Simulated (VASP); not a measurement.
# LaAl2Cl (P6/mmm) in VASP: notebook, part 2 of 2

VASP 6.6.1. The steps go on from the part before.

**3. Relaxation of cell and atoms, PBE**

This run uses another cell than the first one, of 26.98 Å³/atom.

The input, INCAR:

```
PREC = Accurate
ENCUT = 600
EDIFF = 1E-7
ISMEAR = 0
SIGMA = 0.1
LREAL = False
LASPH = True
NELM = 100
ALGO = Normal
ISIF = 3
LWAVE = False
LCHARG = False
GGA = PE
IBRION = 2
NSW = 100
EDIFFG = -0.01
```

The input, KPOINTS:

```
Automatic mesh
0
Gamma
  12 12 10
```

The input, POSCAR:

```
LaAl2Cl
1.0
    4.8068870071      0.0000000000      0.0000000000
   -2.4034435036      4.1628862613      0.0000000000
    0.0000000000      0.0000000000      5.3928159165
La Al Cl
1 2 1
Direct
    0.0000000000      0.0000000000      0.0000000000
    0.3333333333      0.6666666667      0.5000000000
    0.6666666667      0.3333333333      0.5000000000
    0.0000000000      0.0000000000      0.5000000000
```

Potentials or basis: VASP PAW PBE potentials, release 64 (La, Al, Cl).

Run with:

```
> cat potpaw_PBE.64/La/POTCAR potpaw_PBE.64/Al/POTCAR potpaw_PBE.64/Cl/POTCAR > POTCAR
> mpirun -np 1 vasp_std > vasp.out
```

OUTCAR:

```text
PREC = Accurate
   ENCUT = 600
   EDIFF = 1E-7
   ISMEAR = 0
   LREAL = False
   LASPH = True
   NELM = 100
   ISIF = 3
   GGA = PE
   IBRION = 2
   NSW = 100
   EDIFFG = -0.01

 ion  position               nearest neighbor table
   1  0.000  0.000  0.000-   4 2.70   4 2.70
   2  0.333  0.667  0.500-   3 2.78   4 2.78   3 2.78   4 2.78   4 2.78   3 2.78
   3  0.667  0.333  0.500-   2 2.78   4 2.78   2 2.78   4 2.78   4 2.78   2 2.78
   4  0.000  0.000  0.500-   1 2.70   1 2.70   3 2.78   2 2.78   3 2.78   2 2.78   3 2.78   2 2.78

  LATTYP: Found a hexagonal cell.
 ALAT       =     4.8068870071
 C/A-ratio  =     1.1218936306

  Lattice vectors:

 A1 = (   4.8068870071,   0.0000000000,   0.0000000000)
 A2 = (  -2.4034435036,   4.1628862613,   0.0000000000)
 A3 = (   0.0000000000,   0.0000000000,   5.3928159165)

Analysis of symmetry for initial positions (statically):
=====================================================================
 Subroutine PRICEL returns:
 Original cell was already a primitive cell.

 Routine SETGRP: Setting up the symmetry group for a
 hexagonal supercell.

 Subroutine GETGRP returns: Found 24 space group operations
 (whereof 24 operations were pure point group operations)
[... 177 lines left out ...]
  -------------------------------------------------------------------------------------
  Total        0.5190780      0.5190780     -0.3163586     -0.0000000      0.0000000      0.0000000
  in kB        7.7067131      7.7067131     -4.6969532     -0.0000000      0.0000000      0.0000000
  external PRESSURE =       3.5721577 kB  Pullay stress =       0.0000000 kB
[... 139 lines left out ...]
--------------------------------------- Ionic step        5  -------------------------------------------

 number of electron      24.0000002 magnetization

 Free energy of the ion-electron system (eV)
  ---------------------------------------------------
  ext. energy  EPLUGINS =         0.00000000
  ---------------------------------------------------
  free energy    TOTEN  =       -14.78347781 eV

  energy without entropy =      -14.77057941  energy(sigma->0) =      -14.77702861

 E-fermi :   5.8210     XC(G=0):  -8.9804

 val. band max:        5.8176678419   @ k =   0.2500   0.2500   0.2000
 cond. band min:       5.8258242724   @ k =   0.1667   0.1667   0.3000
 fundamental gap:      0.0081564305
 Fermi energy:         5.8209760688

 k-point     1 :       0.0000    0.0000    0.0000
  band No.  band energies     occupation
      1     -27.8333      2.00000
      2     -12.2188      2.00000
      3     -11.9312      2.00000
      4     -11.3975      2.00000
      5     -11.3975      2.00000
      6      -0.7068      2.00000
[... 433 lines left out ...]
      3     -11.5026      2.00000
      4     -11.4605      2.00000
      5     -11.4125      2.00000
      6      -2.1559      2.00000
[... 8 lines left out ...]
     15       6.9524      0.00000
     16       6.9979      0.00000

 [... further k-points ...]

------------------------ aborting loop because EDIFF is reached ----------------------------------------

  FORCE on cell =-STRESS in cart. coord.  units (eV):
  Direction    XX          YY          ZZ          XY          YZ          ZX
  --------------------------------------------------------------------------------------
  -------------------------------------------------------------------------------------
  Total       -0.0013668     -0.0013668      0.0026989      0.0000000      0.0000000     -0.0000000
  in kB       -0.0200279     -0.0200279      0.0395488      0.0000000      0.0000000     -0.0000000
  external PRESSURE =      -0.0001690 kB  Pullay stress =       0.0000000 kB
[... 19 lines left out ...]
  FREE ENERGIE OF THE ION-ELECTRON SYSTEM (eV)
  ---------------------------------------------------
  free  energy   TOTEN  =       -14.7834778144 eV

  energy  without entropy=      -14.7705794121  energy(sigma->0) =      -14.77702861

 reached required accuracy - stopping structural energy minimisation
```

Run time: 13 min. Hardware: 1 thread of Intel Xeon Platinum 8259CL at 2.50GHz (Skylake/Cascade Lake), shared host; peak memory 0.52 GiB.

Results:

* Free energy: -14.7835 eV
* Relaxed volume: 27.33 Å³/atom
* Relaxed cell: a = 4.846 Å, b = 4.846 Å, c = 5.376 Å, α = 90.00°, β = 90.00°, γ = 120.00°
* Space group after relaxing (to 0.1 Å): P6/mmm (No. 191)
* Energy gained by relaxing: 1.2 meV/atom
* Ionic steps: 5
* Pressure after relaxing: 0.0 GPa
* Band gap on the k mesh: zero (bands 12 and 13 overlap by 1.50 eV)

Step by step:
```tsv
step	energy change (eV)	largest force (eV/Å)	pressure (GPa)	volume (Å³)
1	0.0000	0.0000	0.36	107.91
2	-0.0044	0.0000	0.17	108.85
3	-0.0045	0.0000	0.13	109.03
4	-0.0046	0.0000	-0.05	109.46
5	-0.0047	0.0000	0.00	109.34
```

Final structure:
```cif
data_structure
_symmetry_space_group_name_H-M 'P 1'
_symmetry_Int_Tables_number 1
_cell_length_a 4.8463
_cell_length_b 4.8463
_cell_length_c 5.3755
_cell_angle_alpha 90.000
_cell_angle_beta 90.000
_cell_angle_gamma 120.000
_cell_volume 109.34
loop_
_atom_site_label
_atom_site_type_symbol
_atom_site_fract_x
_atom_site_fract_y
_atom_site_fract_z
_atom_site_occupancy
La1 La 0.00000 0.00000 0.00000 1
Al1 Al 0.33333 0.66667 0.50000 1
Al2 Al 0.66667 0.33333 0.50000 1
Cl1 Cl 0.00000 0.00000 0.50000 1
```

Caveat: spin-orbit coupling is left out, which moves the levels of the heavy elements.
